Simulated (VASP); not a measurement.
# CaF (P6_3mc) in VASP: relaxation of cell and atoms with PBE

Aim: the relaxation of cell and atoms of CaF with PBE.

Everything below comes from runs of VASP 6.6.1. Logs are shortened: lines on timing, memory, paths and dates and some standing lists are left out, and cuts for length are marked.

### 1 The cell of the first run

Symmetry: P6_3mc, No. 186, hexagonal system. The conventional cell has a = 3.949 Å, b = 3.949 Å, c = 6.324 Å, α = 90.00°, β = 90.00°, γ = 120.00°. Ca (site symmetry 3m) has 4 F at 2.40 to 2.42 Å within 3.2 Å. Within 3.2 Å of F (site symmetry 3m) lie 4 Ca at 2.40 to 2.42 Å.

### 2 Relaxation of cell and atoms, PBE

File INCAR:

```
SYSTEM = CaF
ALGO = Normal ; EDIFF = 1E-6
EDIFFG = -0.01 ; ENCUT = 600
GGA = PE ; IBRION = 2
ISIF = 3 ; ISMEAR = 0
LASPH = .True. ; LCHARG = .False.
LREAL = .False. ; LWAVE = .False.
NELM = 100 ; NSW = 100
PREC = Accurate ; SIGMA = 0.1
```

File KPOINTS:

```
k-points
0
Gamma
  12 12 8
  0 0 0
```

File POSCAR:

```
CaF
1.0
    3.9489426262      0.0000000000      0.0000000000
   -1.9744713130      3.4198846323      0.0000000000
    0.0000000000      0.0000000000      6.3240954355
Ca F
2 2
Direct
    0.3333333333      0.6666666667      0.0000000000
    0.6666666667      0.3333333333      0.5000000000
    0.3333333333      0.6666666667      0.3821000000
    0.6666666667      0.3333333333      0.8821000000
```

Potentials or basis: VASP PAW PBE potentials, release 64 (Ca_sv, F).

On the command line:

```
> cat potpaw_PBE.64/Ca_sv/POTCAR potpaw_PBE.64/F/POTCAR > POTCAR
> mpirun -np 1 vasp_std > vasp.out
```

OUTCAR:

```text
SYSTEM = CaF
   EDIFF = 1E-6
   EDIFFG = -0.01
   ENCUT = 600
   GGA = PE
   IBRION = 2
   ISIF = 3
   ISMEAR = 0
   LASPH = .True.
   LREAL = .False.
   NELM = 100
   NSW = 100
   PREC = Accurate

 ion  position               nearest neighbor table
   1  0.333  0.667  0.000-   4 2.40   4 2.40   4 2.40   3 2.42
   2  0.667  0.333  0.500-   3 2.40   3 2.40   3 2.40   4 2.42
   3  0.333  0.667  0.382-   2 2.40   2 2.40   2 2.40   1 2.42
   4  0.667  0.333  0.882-   1 2.40   1 2.40   1 2.40   2 2.42

  LATTYP: Found a hexagonal cell.
 ALAT       =     3.9489426262
 C/A-ratio  =     1.6014655147

  Lattice vectors:

 A1 = (   3.9489426262,   0.0000000000,   0.0000000000)
 A2 = (  -1.9744713130,   3.4198846323,   0.0000000000)
 A3 = (   0.0000000000,   0.0000000000,   6.3240954355)

Analysis of symmetry for initial positions (statically):
=====================================================================
 Subroutine PRICEL returns:
 Original cell was already a primitive cell.

 Routine SETGRP: Setting up the symmetry group for a
 hexagonal supercell.

 Subroutine GETGRP returns: Found 12 space group operations
 (whereof  6 operations were pure point group operations)
 out of a pool of 24 trial point group operations.

The static configuration has the point symmetry C_3v.
 The point group associated with its full space group is C_6v.

Analysis of symmetry for dynamics (positions and initial velocities):
=====================================================================
 Subroutine PRICEL returns:
 Original cell was already a primitive cell.

 Routine SETGRP: Setting up the symmetry group for a
 hexagonal supercell.

 Subroutine GETGRP returns: Found 12 space group operations
 (whereof  6 operations were pure point group operations)
 out of a pool of 24 trial point group operations.

The dynamic configuration has the point symmetry C_3v.
 The point group associated with its full space group is C_6v.

 Subroutine INISYM returns: Found 12 space group operations
 (whereof  6 operations are pure point group operations),
 and found     1 'primitive' translations

----------------------------------------------------------------------------------------

                                     Primitive cell

  volume of cell :      85.4065

  direct lattice vectors                    reciprocal lattice vectors
     3.948942626  0.000000000  0.000000000     0.253232345  0.146203762  0.000000000
    -1.974471313  3.419884632  0.000000000     0.000000000  0.292407525  0.000000000
     0.000000000  0.000000000  6.324095436     0.000000000  0.000000000  0.158125381

  length of vectors
     3.948942626  3.948942626  6.324095436     0.292407525  0.292407525  0.158125381

  position of ions in fractional coordinates (direct lattice)
     0.333333333  0.666666667  0.000000000
     0.666666667  0.333333333  0.500000000
     0.333333333  0.666666667  0.382100000
     0.666666667  0.333333333  0.882100000

  ion indices of the primitive-cell ions
   primitive index   ion index
                 1           1
                 2           2
                 3           3
                 4           4

----------------------------------------------------------------------------------------

 KPOINTS: k-points

Automatic generation of k-mesh.
 Grid dimensions read from file:
 generate k-points for:   12   12    8

 Generating k-lattice:

  Cartesian coordinates                     Fractional coordinates (reciprocal lattice)
     0.021102695  0.012183647  0.000000000     0.083333333  0.000000000  0.000000000
     0.000000000  0.024367294  0.000000000     0.000000000  0.083333333  0.000000000
     0.000000000  0.000000000  0.019765673     0.000000000  0.000000000  0.125000000

  Length of vectors
     0.024367294  0.024367294  0.019765673

  Shift w.r.t. Gamma in fractional coordinates (k-lattice)
     0.000000000  0.000000000  0.000000000

 Subroutine IBZKPT returns following result:
 ===========================================

 Found     95 irreducible k-points:

 Following reciprocal coordinates:
            Coordinates               Weight
  0.000000  0.000000  0.000000      1.000000
  0.083333 -0.000000  0.000000      6.000000
  0.166667  0.000000  0.000000      6.000000
  0.250000  0.000000  0.000000      6.000000
  0.333333 -0.000000  0.000000      6.000000
  0.416667  0.000000  0.000000      6.000000
[... 16 lines left out ...]
  0.250000  0.000000  0.125000     12.000000
  0.333333 -0.000000  0.125000     12.000000
 [... further k-points ...]
   k-points           NKPTS =     95   k-points in BZ     NKDIM =     95   number of bands    NBANDS=     21
   number of dos      NEDOS =    301   number of ions     NIONS =      4
   total plane-waves  NPLWV =  55296
   dimension x,y,z NGX =    32 NGY =   32 NGZ =   54
   dimension x,y,z NGXF=    64 NGYF=   64 NGZF=  108
   ions per type =               2   2
   NGX,Y,Z   is equivalent  to a cutoff of  13.47, 13.47, 14.20 a.u.
   NGXF,Y,Z  is equivalent  to a cutoff of  26.94, 26.94, 28.39 a.u.
 SYSTEM =  CaF
   PREC   = accura    normal or accurate (medium, high low for compatibility)
   ISTART =      0    job   : 0-new  1-cont  2-samecut
   ICHARG =      2    charge: 1-file 2-atom 10-const
   ISPIN  =      1    spin polarized calculation?
   LNONCOLLINEAR =      F non collinear calculations
   LSORBIT =      F    spin-orbit coupling
   LASPH  =      T    aspherical Exc in radial PAW
   ENCUT  =  600.0 eV  44.10 Ry    6.64 a.u.   7.89  7.89 12.63*2*pi/ulx,y,z
   NELM   =    100;   NELMIN=  2; NELMDL= -5     # of ELM steps
   EDIFF  = 0.1E-05   stopping-criterion for ELM
   LREAL  =      F    real-space projection
   EDIFFG = -.1E-01   stopping-criterion for IOM
   NSW    =    100    number of steps for IOM
   IBRION =      2    ionic relax: 0-MD 1-quasi-New 2-CG
   NFREE  =      1    steps in history (QN), initial steepest desc. (CG)
   ISIF   =      3    stress and relaxation
   ISYM   =      2    0-nonsym 1-usesym 2-fastsym
   POTIM  = 0.5000    time-step for ionic-motion
   TEBEG  =    0.0;   TEEND  =   0.0 temperature during run
   PSTRESS=    0.0 pullay stress
   NELECT =      34.0000    total number of electrons
   NUPDOWN=      -1.0000    fix difference up-down
   EMIN   =  10.00;   EMAX   =-10.00  energy-range for DOS
   EFERMI =   0.00;   METHOD = LEGACY
   ISMEAR =     0;   SIGMA  =   0.10  broadening in eV -4-tet -1-fermi 0-gaus
   EFERMI_NEDOS =   21; number of points for ismear=-14 and -15
   IALGO  =     38    algorithm
   IMIX   =      4    mixing-type and parameters
     AMIX     =   0.40;   BMIX     =  1.00
     AMIX_MAG =   1.60;   BMIX_MAG =  1.00
  volume/ion in A,a.u.               =      21.35       144.09
  Fermi-wavevector in a.u.,A,eV,Ry     =   1.204308  2.275812 19.733315  1.450358
  Thomas-Fermi vector in A             =   2.340037
   LORBIT       =      0    0 simple, 1 ext, 2 COOP (PROOUT), +10 PAW based schemes
   GGA     = PE    functional components
   LHFCALC =     F    Hartree Fock is set to
   AEXX    =    0.0000 exact exchange contribution
   IVDW    =     0    specifies the selected vdW correction
   LEPSILON=     F    determine dielectric tensor
   LRPA    =     F    only Hartree local field effects (RPA)
 conjugate gradient relaxation of ions
 non-spin polarized calculation
 Gauss-broadening in eV      SIGMA  =   0.10
  energy-cutoff  :      600.00
  volume of cell :       85.41
 maximum number of plane-waves:      2874
 NGX is ok and might be reduce to    32
   NGX = 15   NGY = 15   NGZ = 25

--------------------------------------- Ionic step        1  -------------------------------------------

 number of electron      33.9999998 magnetization

 Free energy of the ion-electron system (eV)
  ---------------------------------------------------
  ext. energy  EPLUGINS =         0.00000000
  ---------------------------------------------------
  free energy    TOTEN  =       -17.77392141 eV

  energy without entropy =      -17.75655542  energy(sigma->0) =      -17.76523842

------------------------ aborting loop because EDIFF is reached ----------------------------------------

  FORCE on cell =-STRESS in cart. coord.  units (eV):
  Direction    XX          YY          ZZ          XY          YZ          ZX
  --------------------------------------------------------------------------------------
  -------------------------------------------------------------------------------------
  Total        0.6969117      0.6969117      0.5242800      0.0000000     -0.0000000     -0.0000000
  in kB       13.0736746     13.0736746      9.8352005      0.0000000     -0.0000000     -0.0000000
  external PRESSURE =      11.9941832 kB  Pullay stress =       0.0000000 kB
[... 61 lines left out ...]
  energy  without entropy=      -17.7655995993  energy(sigma->0) =      -17.77416469

--------------------------------------- Ionic step        3  -------------------------------------------

 number of electron      33.9999991 magnetization

 Free energy of the ion-electron system (eV)
  ---------------------------------------------------
  ext. energy  EPLUGINS =         0.00000000
  ---------------------------------------------------
  free energy    TOTEN  =       -17.78305637 eV

  energy without entropy =      -17.76597922  energy(sigma->0) =      -17.77451779

 E-fermi :   3.6264     XC(G=0):  -8.5172

 val. band max:        3.6179308317   @ k =   0.2500   0.2500   0.3750
 cond. band min:       3.6324679687   @ k =   0.4167   0.0000   0.3750
 fundamental gap:      0.0145371369
 Fermi energy:         3.6264190750

 k-point     1 :       0.0000    0.0000    0.0000
  band No.  band energies     occupation
      1     -39.0532      2.00000
      2     -39.0357      2.00000
      3     -22.2770      2.00000
      4     -22.0571      2.00000
      5     -20.0241      2.00000
      6     -19.9911      2.00000
[... 550 lines left out ...]
      5     -20.0994      2.00000
      6     -20.0452      2.00000
[... 13 lines left out ...]
     20       5.3973      0.00000
     21       5.6771      0.00000

 [... further k-points ...]

------------------------ aborting loop because EDIFF is reached ----------------------------------------

  FORCE on cell =-STRESS in cart. coord.  units (eV):
  Direction    XX          YY          ZZ          XY          YZ          ZX
  --------------------------------------------------------------------------------------
  -------------------------------------------------------------------------------------
  Total       -0.0131758     -0.0131758     -0.0328396     -0.0000000      0.0000000      0.0000000
  in kB       -0.2401452     -0.2401452     -0.5985414     -0.0000000      0.0000000      0.0000000
  external PRESSURE =      -0.3596106 kB  Pullay stress =       0.0000000 kB
[... 19 lines left out ...]
  FREE ENERGIE OF THE ION-ELECTRON SYSTEM (eV)
  ---------------------------------------------------
  free  energy   TOTEN  =       -17.7830563676 eV

  energy  without entropy=      -17.7659792199  energy(sigma->0) =      -17.77451779

 reached required accuracy - stopping structural energy minimisation
```

It took 8.1 min on 1 thread of Intel Xeon Platinum 8375C at 2.90GHz (Ice Lake), shared host; peak memory 0.36 GiB.

Results:

```yaml
Free_energy: -17.7831 eV
Relaxed_volume: 21.98 Å³/atom
Relaxed_cell: a = 3.991 Å, b = 3.991 Å, c = 6.374 Å, α = 90.00°, β = 90.00°, γ = 120.00°
Space_group_after_relaxing_to_0.05_Å: P6_3mc (No. 186)
Energy_gained_by_relaxing: 2.3 meV/atom
Ionic_steps: 3
Pressure_after_relaxing: 0.0 GPa
Band_gap_on_the_k_mesh: zero (band 17 reaches 3.86 eV, above the bottom of band 18 at 2.33 eV)
```

The path:
```tsv
step	energy change (eV)	largest force (eV/Å)	pressure (GPa)	volume (Å³)
1	0.0000	0.0026	1.20	85.41
2	-0.0088	0.0003	0.22	87.40
3	-0.0091	0.0012	-0.04	87.91
```

Final structure:
```
Ca F
1.0
     3.99052    0.00000    0.00000
    -1.99526    3.45589    0.00000
     0.00000    0.00000    6.37418
Ca F
2 2
Direct
  0.33333 0.66667 0.99997
  0.66667 0.33333 0.49997
  0.33333 0.66667 0.38213
  0.66667 0.33333 0.88213
```
